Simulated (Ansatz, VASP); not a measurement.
**One calculation of GaN, two programs**

File POSCAR:

```
GaN
1.0
    0.0000000000      2.1352350000      2.1352350000
    2.1352350000      0.0000000000      2.1352350000
    2.1352350000      2.1352350000      0.0000000000
Ga N
1 1
Direct
   -0.1024477399     -0.1024477399      0.1024477399
    0.5000000000      0.5000000000      0.5000000000
```

File INCAR.step1:

```
SYSTEM = GaN
PREC = Accurate
ENCUT = 520
ISMEAR = 0
SIGMA = 0.05
LREAL = .False.
LASPH = .True.
NELM = 80
NBANDS = 16
GGA = PE
ALGO = Normal
EDIFF = 1E-4
LWAVE = .True.
LCHARG = .False.
```

INCAR.step2

```
SYSTEM = GaN
PREC = Accurate
ENCUT = 520
EDIFF = 1E-6
ISMEAR = 0
SIGMA = 0.05
LREAL = .False.
LASPH = .True.
NELM = 80
ALGO = Normal
ISIF = 2
LWAVE = .False.
LCHARG = .True.
METAGGA = R2SCAN
LMIXTAU = .True.
LELF = .True.
LVHAR = .True.
NBANDS = 16
ISTART = 1
```

The input KPOINTS:

```
Automatic mesh
0
Gamma
  12 12 12
  0 0 0
```

Input for Ansatz:

```yaml
crystal:
  lattice:
    - [0.0, 2.135235, 2.135235]
    - [2.135235, 0.0, 2.135235]
    - [2.135235, 2.135235, 0.0]
  atoms:
    - { symbol: Ga, position: [-0.1024477399, -0.1024477399, 0.1024477399] }
    - { symbol: "N", position: [0.5, 0.5, 0.5] }
basis:
  ecutwfc: 500
kpoints:
  mp_grid: { grid: [12, 12, 12] }
hamiltonian:
  xc: r2scan
scf:
  occupations: { method: gaussian, width: 0.05 }
output:
  forces: true
  stress: true
  eigenvalues: true
```

Change from the starting cell: all Ga atoms moved +0.438 Å, as atom 1 towards its neighbour atom 2 (N) at 2.135 Å.

Alike in both runs: task single point; functional r2SCAN; k mesh 12 × 12 × 12; occupations gaussian, width 0.05 eV; no spin polarisation.

|  | VASP | Ansatz |
| --- | --- | --- |
| version | VASP 6.6.1 | Ansatz 0.2.0 |
| potentials or method | VASP PAW PBE potentials, release 64 (Ga_d, N), cutoff 520 eV | scalar-relativistic, plane waves, PAW |
| valence electrons in the cell | 18 | 18 |

|  | VASP | Ansatz | Ansatz less VASP |
| --- | --- | --- | --- |
| gap on the k mesh at the Fermi level (eV) | 0.99 | 1.02 | +0.030 |
| least direct gap on the mesh (eV) | 2.49 | 2.48 | -0.017 |
| pressure (GPa) | 19.8 | 18.8 | -0.93 |
| traceless stress, the component that is largest in VASP (GPa) | 63.09 | 62.51 | -0.581 |
| rms of the force components (eV/Å) | 3.138 | 3.095 | -0.0427 |

VASP's potentials were made for PBE, not for r2SCAN. Atom by atom the forces differ by 0.043 eV/Å (rms over components).
